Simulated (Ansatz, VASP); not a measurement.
# Two plane-wave programs on CdS

```
Cd S
1.0
     4.12469    0.00000    0.00000
    -2.06235    3.57209    0.00000
     0.00000    0.00000    6.70759
Cd S
2 2
Direct
  0.33333 0.66667 0.00016
  0.66667 0.33333 0.50016
  0.33333 0.66667 0.37684
  0.66667 0.33333 0.87684
```

Alike in both runs: functional PBEsol; k mesh 6 × 6 × 4; occupations gaussian, width 0.02 eV; no spin polarisation.

Ansatz relaxed the structure, and its values are those at the end. VASP's run is a single point on that final structure, the one shown.

```csv
,VASP,Ansatz
version,VASP 6.6.1,Ansatz 0.2.0
potentials or method,"VASP PAW PBE potentials, release 64 (Cd, S), cutoff 500 eV","scalar-relativistic, plane waves, PAW"
valence electrons in the cell,36,52
```

Ansatz gave:

```
gap on the k mesh at the Fermi level (eV) : 1.09
least direct gap on the mesh (eV)         : 1.09
pressure (GPa)                            : 0.0
```

**Question.** What did VASP give for the same quantities?

**Answer.** gap on the k mesh at the Fermi level (eV): 1.10; least direct gap on the mesh (eV): 1.10; pressure (GPa): 0.4.

VASP's potentials were made for PBE, not for PBEsol. VASP's potentials hold 36 valence electrons a cell and Ansatz's 52, so a difference there can come from the potentials and not from the codes.
